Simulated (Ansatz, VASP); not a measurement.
Cs in VASP and in Ansatz

```
Cs
1.0
     5.38548    0.00000    0.00000
    -2.69274    4.66396    0.00000
     0.00000    0.00000    8.79448
Cs
2
Direct
  0.33333 0.66667 0.25000
  0.66667 0.33333 0.75000
```

Alike in both runs: task relaxation of cell and atoms; functional PBEsol; k mesh 7 × 7 × 4; occupations fermi-dirac, width 0.1 eV; no spin polarisation.

```csv
,VASP,Ansatz
version,VASP 6.6.1,Ansatz 0.2.0
potentials or method,"VASP PAW PBE potentials, release 64 (Cs_sv), cutoff 600 eV","plane waves (420 eV) with PAW, scalar-relativistic"
valence electrons in the cell,18,18
```

VASP gave:

| Item | Value |
| --- | --- |
| relaxed volume (Å³/atom) | 109.06 |
| relaxed cell length with the largest relative difference (Å) | 5.360 |

Task: What did Ansatz give for the same quantities?

Result: Relaxed volume (Å³/atom): 110.45; relaxed cell length with the largest relative difference (Å): 5.385.

VASP's potentials were made for PBE, not for PBEsol, and Ansatz warns of the same on its side.

Spin-orbit coupling is off throughout.
